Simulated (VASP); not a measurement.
# MgF2 (P4_2/mnm) in VASP: further runs

MgF2 is run at these levels: r2SCAN; tasks: single point.

Program: VASP 6.6.1. These are calculated values, not measurements. Logs are shortened: lines on timing, memory, paths and dates and some standing lists are left out, and cuts for length are marked.

## (1) The cell of the first run

It takes space group P4_2/mnm (No. 136, tetragonal). Conventional cell: a = 4.521 Å, b = 4.521 Å, c = 2.993 Å, α = 90.00°, β = 90.00°, γ = 90.00°. Within 2.6 Å of Mg (site symmetry mmm) lie 6 F at 1.93 to 1.96 Å. Within 2.6 Å of F (site symmetry m2m) lie 3 Mg at 1.93 to 1.96 Å and 1 F at 2.53 Å.

## (2) Single point, r2SCAN (10.19 Å³/atom)

POSCAR

```
MgF2
1.0
    4.5209973348      0.0000000000      0.0000000000
    0.0000000000      4.5209973348      0.0000000000
    0.0000000000      0.0000000000      2.9925541433
Mg F
2 4
Direct
    0.0000000000      0.0000000000      0.0000000000
    0.5000000000      0.5000000000      0.5000000000
    0.3020172398      0.3020172398      0.0000000000
    0.1979827602      0.8020172398      0.5000000000
    0.6979827602      0.6979827602      0.0000000000
    0.8020172398      0.1979827602      0.5000000000
```

INCAR.step1

```
PREC = Accurate
ENCUT = 660
ISMEAR = 0
SIGMA = 0.02
LREAL = False
LASPH = True
NELM = 120
NBANDS = 25
GGA = PE
ALGO = Normal
EDIFF = 1E-5
LWAVE = True
LCHARG = False
GGA_COMPAT = False
```

INCAR.step2

```
PREC = Accurate
ENCUT = 660
EDIFF = 1E-6
ISMEAR = 0
SIGMA = 0.02
LREAL = False
LASPH = True
NELM = 120
ALGO = Normal
ISIF = 2
LWAVE = False
LCHARG = False
METAGGA = R2SCAN
LMIXTAU = True
NBANDS = 25
ISTART = 1
GGA_COMPAT = False
```

KPOINTS

```
regular mesh
0
Gamma
  6 6 8
```

Potentials or basis: VASP PAW PBE potentials, release 64 (Mg, F).

The run is started by

```console
$ cat potpaw_PBE.64/Mg/POTCAR potpaw_PBE.64/F/POTCAR > POTCAR
$ cp INCAR.step1 INCAR
$ mpirun -np 1 vasp_std > vasp.out
$ cp INCAR.step2 INCAR
$ mpirun -np 1 vasp_std > vasp.out
```

OUTCAR:

```text
PREC = Accurate
   ENCUT = 660
   EDIFF = 1E-6
   ISMEAR = 0
   LREAL = False
   LASPH = True
   NELM = 120
   ISIF = 2
   METAGGA = R2SCAN
   ISTART = 1

 ion  position               nearest neighbor table
   1  0.000  0.000  0.000-   3 1.93   5 1.93   4 1.96   6 1.96   4 1.96   6 1.96   2 3.53   2 3.53
                             2 3.53   2 3.53   2 3.53   2 3.53   2 3.53   2 3.53
   2  0.500  0.500  0.500-   4 1.93   6 1.93   5 1.96   3 1.96   3 1.96   5 1.96   1 3.53   1 3.53
                             1 3.53   1 3.53   1 3.53   1 3.53   1 3.53   1 3.53
   3  0.302  0.302  0.000-   1 1.93   2 1.96   2 1.96
   4  0.198  0.802  0.500-   2 1.93   1 1.96   1 1.96
   5  0.698  0.698  0.000-   1 1.93   2 1.96   2 1.96
   6  0.802  0.198  0.500-   2 1.93   1 1.96   1 1.96

  LATTYP: Found a simple tetragonal cell.
 ALAT       =     4.5209973348
 C/A-ratio  =     0.6619234478

  Lattice vectors:

 A1 = (   4.5209973348,   0.0000000000,   0.0000000000)
 A2 = (   0.0000000000,   4.5209973348,   0.0000000000)
 A3 = (   0.0000000000,   0.0000000000,   2.9925541433)

Analysis of symmetry for initial positions (statically):
=====================================================================
 Subroutine PRICEL returns:
 Original cell was already a primitive cell.

 Routine SETGRP: Setting up the symmetry group for a
 simple tetragonal supercell.

 Subroutine GETGRP returns: Found 16 space group operations
 (whereof  8 operations were pure point group operations)
 out of a pool of 16 trial point group operations.

The static configuration has the point symmetry D_2h.
 The point group associated with its full space group is D_4h.

Analysis of symmetry for dynamics (positions and initial velocities):
=====================================================================
 Subroutine PRICEL returns:
 Original cell was already a primitive cell.

 Routine SETGRP: Setting up the symmetry group for a
 simple tetragonal supercell.

 Subroutine GETGRP returns: Found 16 space group operations
 (whereof  8 operations were pure point group operations)
 out of a pool of 16 trial point group operations.

The dynamic configuration has the point symmetry D_2h.
 The point group associated with its full space group is D_4h.

 Subroutine INISYM returns: Found 16 space group operations
 (whereof  8 operations are pure point group operations),
 and found     1 'primitive' translations

----------------------------------------------------------------------------------------

                                     Primitive cell

  volume of cell :      61.1661

[... 97 lines left out ...]
   LREAL  =      F    real-space projection
   EDIFFG = 0.1E-04   stopping-criterion for IOM
   NSW    =      0    number of steps for IOM
   IBRION =     -1    ionic relax: 0-MD 1-quasi-New 2-CG
   NFREE  =      0    steps in history (QN), initial steepest desc. (CG)
   ISIF   =      2    stress and relaxation
   ISYM   =      2    0-nonsym 1-usesym 2-fastsym
   POTIM  = 0.5000    time-step for ionic-motion
   TEBEG  =    0.0;   TEEND  =   0.0 temperature during run
   PSTRESS=    0.0 pullay stress
   NELECT =      32.0000    total number of electrons
   NUPDOWN=      -1.0000    fix difference up-down
   EMIN   =  10.00;   EMAX   =-10.00  energy-range for DOS
   EFERMI =   0.00;   METHOD = LEGACY
   ISMEAR =     0;   SIGMA  =   0.02  broadening in eV -4-tet -1-fermi 0-gaus
   EFERMI_NEDOS =   21; number of points for ismear=-14 and -15
   IALGO  =     38    algorithm
   IMIX   =      4    mixing-type and parameters
     AMIX     =   0.40;   BMIX     =  1.00
     AMIX_MAG =   1.60;   BMIX_MAG =  1.00
  volume/ion in A,a.u.               =      10.19        68.79
  Fermi-wavevector in a.u.,A,eV,Ry     =   1.319131  2.492796 23.675594  1.740107
  Thomas-Fermi vector in A             =   2.449051
   LORBIT       =      0    0 simple, 1 ext, 2 COOP (PROOUT), +10 PAW based schemes
   METAGGA = R2SCAN    functional components
   LHFCALC =     F    Hartree Fock is set to
   AEXX    =    0.0000 exact exchange contribution
   IVDW    =     0    specifies the selected vdW correction
   LEPSILON=     F    determine dielectric tensor
   LRPA    =     F    only Hartree local field effects (RPA)
 non-spin polarized calculation
 Gauss-broadening in eV      SIGMA  =   0.02
  energy-cutoff  :      660.00
  volume of cell :       61.17
 maximum number of plane-waves:      2377
 NGX is ok and might be reduce to    40
   NGX = 19   NGY = 19   NGZ = 13

 number of electron      31.9999993 magnetization

 Free energy of the ion-electron system (eV)
  ---------------------------------------------------
  ext. energy  EPLUGINS =         0.00000000
  ---------------------------------------------------
  free energy    TOTEN  =       -43.79276981 eV

  energy without entropy =      -43.79276981  energy(sigma->0) =      -43.79276981

 E-fermi :  -1.3297     XC(G=0): -10.5850

 val. band max:       -1.4571224187   @ k =   0.0000   0.0000   0.0000
 cond. band min:       7.0227477122   @ k =   0.0000   0.0000   0.0000
 fundamental gap:      8.4798701309
 Fermi energy:        -1.3296922073

 k-point     1 :       0.0000    0.0000    0.0000
  band No.  band energies     occupation
      1     -23.5705      2.00000
      2     -22.6674      2.00000
      3     -22.6674      2.00000
      4     -22.5572      2.00000
      5      -5.7529      2.00000
      6      -4.2459      2.00000
[... 661 lines left out ...]
     24      16.7187      0.00000
     25      18.0371      0.00000

 [... further k-points ...]
[... 5 lines left out ...]
  --------------------------------------------------------------------------------------
  -------------------------------------------------------------------------------------
  Total        2.2788862      2.2788862      2.2336463     -0.0000000      0.0000000      0.0000000
  in kB       59.6929039     59.6929039     58.5078946     -0.0000000      0.0000000      0.0000000
  external PRESSURE =      59.2979008 kB  Pullay stress =       0.0000000 kB

 VOLUME and BASIS-vectors are now :
 -----------------------------------------------------------------------------
  energy-cutoff  :      660.00
  volume of cell :       61.17
      direct lattice vectors                 reciprocal lattice vectors
     4.520997335  0.000000000  0.000000000     0.221190133  0.000000000  0.000000000
     0.000000000  4.520997335  0.000000000     0.000000000  0.221190133  0.000000000
     0.000000000  0.000000000  2.992554143     0.000000000  0.000000000  0.334162709

 POSITION                                       TOTAL-FORCE (eV/Angst)
 -----------------------------------------------------------------------------------
      0.00000      0.00000      0.00000         0.000000      0.000000     -0.000000
      2.26050      2.26050      1.49628         0.000000      0.000000     -0.000000
      1.36542      1.36542      0.00000         0.007366      0.007366     -0.000000
      0.89508      3.62592      1.49628        -0.007366      0.007366     -0.000000
      3.15558      3.15558      0.00000        -0.007366     -0.007366      0.000000
      3.62592      0.89508      1.49628         0.007366     -0.007366      0.000000
 -----------------------------------------------------------------------------------
    total drift:                               -0.000000     -0.000000      0.000000

  FREE ENERGIE OF THE ION-ELECTRON SYSTEM (eV)
  ---------------------------------------------------
  free  energy   TOTEN  =       -43.7927698105 eV

  energy  without entropy=      -43.7927698105  energy(sigma->0) =      -43.79276981
```

It took 3 min on 1 thread of Intel Xeon 6975P-C (Granite Rapids), shared host; peak memory 0.27 GiB.

What came out:

```
Free energy            : -43.7928 eV
Pressure               : 5.9 GPa
Largest force          : 0.010 eV/Å
Band gap on the k mesh : 8.48 eV
```

Forces in eV/Å, atoms in the order of the input:
```
Mg   0.000  0.000  0.000
Mg   0.000  0.000  0.000
F    0.007  0.007  0.000
F   -0.007  0.007  0.000
F   -0.007 -0.007  0.000
F    0.007 -0.007  0.000
```

Stress tensor (GPa, compression positive):
```
5.97 0.00 0.00
0.00 5.97 0.00
0.00 0.00 5.85
```

Caveat: the cell stands under pressure; the PAW data sets were made with another functional, which shifts forces and pressure a little. A k mesh can miss the band edges.

## (3) Single point, r2SCAN (10.52 Å³/atom)

This run uses another cell than the first one, of 10.52 Å³/atom.

POSCAR

```
MgF2
1.0
    4.5720573707      0.0000000000      0.0000000000
    0.0000000000      4.5720573707      0.0000000000
    0.0000000000      0.0000000000      3.0194723477
Mg F
2 4
Direct
    0.0000000000      0.0000000000      0.0000000000
    0.5000000000      0.5000000000      0.5000000000
    0.3024310641      0.3024310641      0.0000000000
    0.1975689359      0.8024310641      0.5000000000
    0.6975689359      0.6975689359      0.0000000000
    0.8024310641      0.1975689359      0.5000000000
```

INCAR.step1

```
SYSTEM = MgF2
PREC     = Accurate       ! precision mode
ENCUT    = 660            ! plane-wave cutoff, eV
ISMEAR   = 0              ! smearing method
SIGMA    = 0.02           ! smearing width, eV
LREAL    = .False.        ! projectors in reciprocal space
LASPH    = .True.         ! aspherical terms in the spheres
NELM     = 120            ! most SCF steps
NBANDS   = 25             ! bands
GGA      = PE             ! functional
ALGO     = Normal         ! electronic algorithm
EDIFF    = 1E-5           ! SCF threshold, eV
LWAVE    = .True.         ! write WAVECAR
LCHARG   = .False.        ! write CHGCAR
GGA_COMPAT= .False.
```

INCAR.step2

```
SYSTEM = MgF2
PREC     = Accurate       ! precision mode
ENCUT    = 660            ! plane-wave cutoff, eV
EDIFF    = 1E-6           ! SCF threshold, eV
ISMEAR   = 0              ! smearing method
SIGMA    = 0.02           ! smearing width, eV
LREAL    = .False.        ! projectors in reciprocal space
LASPH    = .True.         ! aspherical terms in the spheres
NELM     = 120            ! most SCF steps
ALGO     = Normal         ! electronic algorithm
ISIF     = 2              ! what is computed and relaxed
LWAVE    = .False.        ! write WAVECAR
LCHARG   = .False.        ! write CHGCAR
METAGGA  = R2SCAN         ! meta-GGA
LMIXTAU  = .True.       
NBANDS   = 25             ! bands
ISTART   = 1            
GGA_COMPAT= .False.
```

KPOINTS

```
regular mesh
0
Gamma
  6 6 8
  0 0 0
```

Potentials or basis: VASP PAW PBE potentials, release 64 (Mg, F).

The run is started by

```console
$ cat potpaw_PBE.64/Mg/POTCAR potpaw_PBE.64/F/POTCAR > POTCAR
$ cp INCAR.step1 INCAR
$ mpirun -np 1 vasp_std > vasp.out
$ cp INCAR.step2 INCAR
$ mpirun -np 1 vasp_std > vasp.out
```

OUTCAR:

```text
SYSTEM = MgF2
   PREC = Accurate
   ENCUT = 660
   EDIFF = 1E-6
   ISMEAR = 0
   LREAL = .False.
   LASPH = .True.
   NELM = 120
   ISIF = 2
   METAGGA = R2SCAN
   ISTART = 1

 ion  position               nearest neighbor table
   1  0.000  0.000  0.000-   3 1.96   5 1.96   4 1.98   6 1.98   4 1.98   6 1.98   2 3.57   2 3.57
                             2 3.57   2 3.57   2 3.57   2 3.57   2 3.57   2 3.57
   2  0.500  0.500  0.500-   4 1.96   6 1.96   5 1.98   3 1.98   3 1.98   5 1.98   1 3.57   1 3.57
                             1 3.57   1 3.57   1 3.57   1 3.57   1 3.57   1 3.57
   3  0.302  0.302  0.000-   1 1.96   2 1.98   2 1.98
   4  0.198  0.802  0.500-   2 1.96   1 1.98   1 1.98
   5  0.698  0.698  0.000-   1 1.96   2 1.98   2 1.98
   6  0.802  0.198  0.500-   2 1.96   1 1.98   1 1.98

  LATTYP: Found a simple tetragonal cell.
 ALAT       =     4.5720573707
 C/A-ratio  =     0.6604187356

  Lattice vectors:

 A1 = (   4.5720573707,   0.0000000000,   0.0000000000)
 A2 = (   0.0000000000,   4.5720573707,   0.0000000000)
 A3 = (   0.0000000000,   0.0000000000,   3.0194723477)

Analysis of symmetry for initial positions (statically):
[... 182 lines left out ...]
  energy without entropy =      -43.84844312  energy(sigma->0) =      -43.84844312

 E-fermi :  -1.5361     XC(G=0): -10.4177

 val. band max:       -1.6595972588   @ k =   0.0000   0.0000   0.0000
 cond. band min:       6.5909010243   @ k =   0.0000   0.0000   0.0000
 fundamental gap:      8.2504982831
 Fermi energy:        -1.5360988573

 k-point     1 :       0.0000    0.0000    0.0000
  band No.  band energies     occupation
      1     -23.6478      2.00000
      2     -22.8083      2.00000
      3     -22.8083      2.00000
      4     -22.7077      2.00000
      5      -5.8297      2.00000
      6      -4.3086      2.00000
[... 661 lines left out ...]
     24      16.1347      0.00000
     25      17.5508      0.00000

 [... further k-points ...]
[... 5 lines left out ...]
  --------------------------------------------------------------------------------------
  -------------------------------------------------------------------------------------
  Total        0.7730415      0.7730415      0.7361819     -0.0000000      0.0000000      0.0000000
  in kB       19.6227110     19.6227110     18.6870735     -0.0000000      0.0000000      0.0000000
  external PRESSURE =      19.3108318 kB  Pullay stress =       0.0000000 kB

 VOLUME and BASIS-vectors are now :
 -----------------------------------------------------------------------------
  energy-cutoff  :      660.00
  volume of cell :       63.12
      direct lattice vectors                 reciprocal lattice vectors
     4.572057371  0.000000000  0.000000000     0.218719915  0.000000000  0.000000000
     0.000000000  4.572057371  0.000000000     0.000000000  0.218719915  0.000000000
     0.000000000  0.000000000  3.019472348     0.000000000  0.000000000  0.331183692

 POSITION                                       TOTAL-FORCE (eV/Angst)
 -----------------------------------------------------------------------------------
      0.00000      0.00000      0.00000         0.000000      0.000000     -0.000000
      2.28603      2.28603      1.50974         0.000000      0.000000     -0.000000
      1.38273      1.38273      0.00000         0.006339      0.006339      0.000000
      0.90330      3.66876      1.50974        -0.006339      0.006339      0.000000
      3.18933      3.18933      0.00000        -0.006339     -0.006339     -0.000000
      3.66876      0.90330      1.50974         0.006339     -0.006339     -0.000000
 -----------------------------------------------------------------------------------
    total drift:                                0.000000     -0.000000      0.000000

  FREE ENERGIE OF THE ION-ELECTRON SYSTEM (eV)
  ---------------------------------------------------
  free  energy   TOTEN  =       -43.8484431198 eV

  energy  without entropy=      -43.8484431198  energy(sigma->0) =      -43.84844312
```

OUTCAR.step1:

```text
SYSTEM = MgF2
   PREC = Accurate
   ENCUT = 660
   ISMEAR = 0
   LREAL = .False.
   LASPH = .True.
   NELM = 120
[... 913 lines left out ...]
      0.90330      3.66876      1.50974         0.016418     -0.016418      0.000000
      3.18933      3.18933      0.00000         0.016418      0.016418     -0.000000
      3.66876      0.90330      1.50974        -0.016418      0.016418     -0.000000
 -----------------------------------------------------------------------------------
    total drift:                                0.000000     -0.000000      0.000000

  FREE ENERGIE OF THE ION-ELECTRON SYSTEM (eV)
  ---------------------------------------------------
  free  energy   TOTEN  =       -31.4495231070 eV

  energy  without entropy=      -31.4495231070  energy(sigma->0) =      -31.44952311
```

OSZICAR.step1:

```text
N       E                     dE             d eps       ncg     rms          rms(c)
DAV:   1     0.191140716546E+03    0.19114E+03   -0.20464E+04  2636   0.146E+03
DAV:   2    -0.246295989955E+02   -0.21577E+03   -0.20777E+03  3004   0.315E+02
DAV:   3    -0.339643191623E+02   -0.93347E+01   -0.93082E+01  3187   0.616E+01
DAV:   4    -0.340185366252E+02   -0.54217E-01   -0.54210E-01  2757   0.527E+00
DAV:   5    -0.340188064722E+02   -0.26985E-03   -0.26984E-03  3057   0.368E-01    0.101E+01
DAV:   6    -0.313998278374E+02    0.26190E+01   -0.79802E+00  2853   0.205E+01    0.296E+00
DAV:   7    -0.314192045106E+02   -0.19377E-01   -0.95311E-02  2650   0.202E+00    0.191E+00
DAV:   8    -0.314489415692E+02   -0.29737E-01   -0.55196E-02  2583   0.233E+00    0.212E-01
DAV:   9    -0.314489955758E+02   -0.54007E-04   -0.11393E-03  3255   0.244E-01    0.831E-02
DAV:  10    -0.314495249530E+02   -0.52938E-03   -0.53913E-04  2605   0.166E-01    0.210E-02
DAV:  11    -0.314495231070E+02    0.18460E-05   -0.96956E-06  2346   0.276E-02
   1 F= -.31449523E+02 E0= -.31449523E+02  d E =-.235458E-21
```

It took 3.1 min on 1 thread of Intel Xeon 6975P-C (Granite Rapids), shared host; peak memory 0.26 GiB.

What came out:

* Free energy: -43.8484 eV
* Pressure: 1.9 GPa
* Largest force: 0.009 eV/Å
* Band gap on the k mesh: 8.25 eV

Forces on the atoms (eV/Å):
```
Mg   0.000  0.000  0.000
Mg   0.000  0.000  0.000
F    0.006  0.006  0.000
F   -0.006  0.006  0.000
F   -0.006 -0.006  0.000
F    0.006 -0.006  0.000
```

Levels at points of the mesh, in eV from the valence-band top:
```
           k point  band 14  band 15  band 16  band 17  band 18  band 19
(0.00, 0.00, 0.00)    -0.33    -0.33     0.00     8.25    13.48    13.48
(0.50, 0.00, 0.00)    -1.00    -0.39    -0.39    10.73    10.73    14.78
(0.50, 0.50, 0.00)    -0.98    -0.83    -0.83    12.46    12.46    12.66
(0.00, 0.00, 0.50)    -1.23    -0.90    -0.90    13.14    13.14    16.30
(0.50, 0.00, 0.50)    -0.76    -0.71    -0.71    14.03    14.03    14.89
(0.50, 0.50, 0.50)    -0.65    -0.49    -0.49    14.46    14.46    14.89
```

Caveat: the PAW data sets were made with another functional, which shifts forces and pressure a little. A k mesh can miss the band edges.

(Continued in part 2 of 3.)
